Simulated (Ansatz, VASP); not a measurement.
**Al: VASP beside Ansatz**

File INCAR:

```
PREC = Accurate
ENCUT = 520
EDIFF = 1E-6
ISMEAR = 0
SIGMA = 0.15
LREAL = False
LASPH = True
NELM = 80
ALGO = Fast
ISIF = 2
LWAVE = False
LCHARG = True
GGA = PS
LELF = True
LVHAR = True
NBANDS = 10
```

Contents of KPOINTS:

```
Automatic mesh
0
Gamma
  18 18 10
```

File POSCAR:

```
Al
1.0
    2.7699000000      0.0000000000      0.0000000000
   -1.3849500000      2.3988037660      0.0000000000
    0.0000000000      0.0000000000      4.9351000000
Al
2
Direct
    0.6666666667      0.3333333333      0.7500000000
    0.3333333333      0.6666666667      0.2500000000
```

Input for Ansatz:

```yaml
crystal:
  lattice:
    - [2.7699, 0.0, 0.0]
    - [-1.38495, 2.398803766, 0.0]
    - [0.0, 0.0, 4.9351]
  atoms:
    - { symbol: Al, position: [0.6666666667, 0.3333333333, 0.75] }
    - { symbol: Al, position: [0.3333333333, 0.6666666667, 0.25] }
basis:
  ecutwfc: 420
kpoints:
  mp_grid: { grid: [18, 18, 10] }
hamiltonian:
  xc: pbesol
  pseudopotentials: { kind: paw, azcp: { folder: soft_1 } }
scf:
  occupations: { method: gaussian, width: 0.15 }
output:
  forces: true
  stress: true
  eigenvalues: true
```

Alike in both runs: task single point; functional PBEsol; k mesh 18 × 18 × 10; occupations gaussian, width 0.15 eV; no spin polarisation.

|  | VASP | Ansatz |
| --- | --- | --- |
| version | VASP 6.6.1 | Ansatz 0.2.0 |
| potentials or method | VASP PAW PBE potentials, release 64 (Al), cutoff 520 eV | scalar-relativistic, plane waves, PAW |
| valence electrons in the cell | 6 | 6 |

Ansatz gave:

| Item | Value |
| --- | --- |
| gap on the k mesh at the Fermi level (eV) | none |
| pressure (GPa) | 0.3 |
| traceless stress, the component that is largest in VASP (GPa) | -3.47 |

**Question.** What did VASP give for the same quantities?

**Answer.** gap on the k mesh at the Fermi level (eV): none; pressure (GPa): 0.3; traceless stress, the component that is largest in VASP (GPa): -3.50.

VASP's potentials were made for PBE, not for PBEsol, and Ansatz warns of the same on its side. A gap of «none» marks a metal or a gap that the smearing closes.
